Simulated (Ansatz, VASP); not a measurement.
**One calculation of CuRu2, two programs**

Contents of INCAR:

```
PREC = Accurate
ENCUT = 520
EDIFF = 1E-7
ISMEAR = 0
SIGMA = 0.1
LREAL = F
LASPH = T
NELM = 80
ALGO = Fast
ISIF = 2
LWAVE = F
LCHARG = F
GGA = PE
NBANDS = 26
```

The input KPOINTS:

```
Automatic mesh
0
Gamma
  6 6 4
```

The input POSCAR:

```
CuRu2
1.0
    3.3866756900      0.0000000000      0.0000000000
   -1.6933378500      2.9329471800      0.0000000000
    0.0000000000      0.0000000000      4.4603363700
Cu Ru
1 2
Direct
    0.0000000000      0.0000000000      0.0000000000
    0.3333333300      0.6666666700      0.4320000100
    0.6666666700      0.3333333300      0.5679999900
```

Input for Ansatz:

```yaml
crystal:
  lattice:
    - [3.38667569, 0.0, 0.0]
    - [-1.69333785, 2.93294718, 0.0]
    - [0.0, 0.0, 4.46033637]
  atoms:
    - { symbol: Cu, position: [0.0, 0.0, 0.0] }
    - { symbol: Ru, position: [0.33333333, 0.66666667, 0.43200001] }
    - { symbol: Ru, position: [0.66666667, 0.33333333, 0.56799999] }
basis:
  ecutwfc: 420
kpoints:
  mp_grid: { grid: [6, 6, 4] }
hamiltonian:
  xc: pbe
scf:
  occupations: { method: gaussian, width: 0.1 }
  lower_state_search: "off"
output:
  forces: true
  stress: true
  eigenvalues: true
```

Change from the starting cell: species swapped into the BaSi2 type (P-3m1, No. 164).

Alike in both runs: task single point; functional PBE; k mesh 6 × 6 × 4; occupations gaussian, width 0.1 eV; no spin polarisation.

|  | VASP | Ansatz |
| --- | --- | --- |
| version | VASP 6.6.1 | Ansatz 0.2.0 |
| potentials or method | VASP PAW PBE potentials, release 64 (Cu, Ru_pv), cutoff 520 eV | scalar-relativistic, plane waves, PAW |
| valence electrons in the cell | 39 | 51 |

|  | VASP | Ansatz | Ansatz less VASP |
| --- | --- | --- | --- |
| gap on the k mesh at the Fermi level (eV) | none | none | - |
| rms of the force components (eV/Å) | 4.471 | 4.343 | -0.1283 |

Atom by atom the forces differ by 0.128 eV/Å (rms over components). A gap of «none» marks a metal or a gap that the smearing closes. The functional is the same, so the differences come from potentials, cutoffs and numerics. VASP's potentials hold 39 valence electrons a cell and Ansatz's 51, so a difference there can come from the potentials and not from the codes.
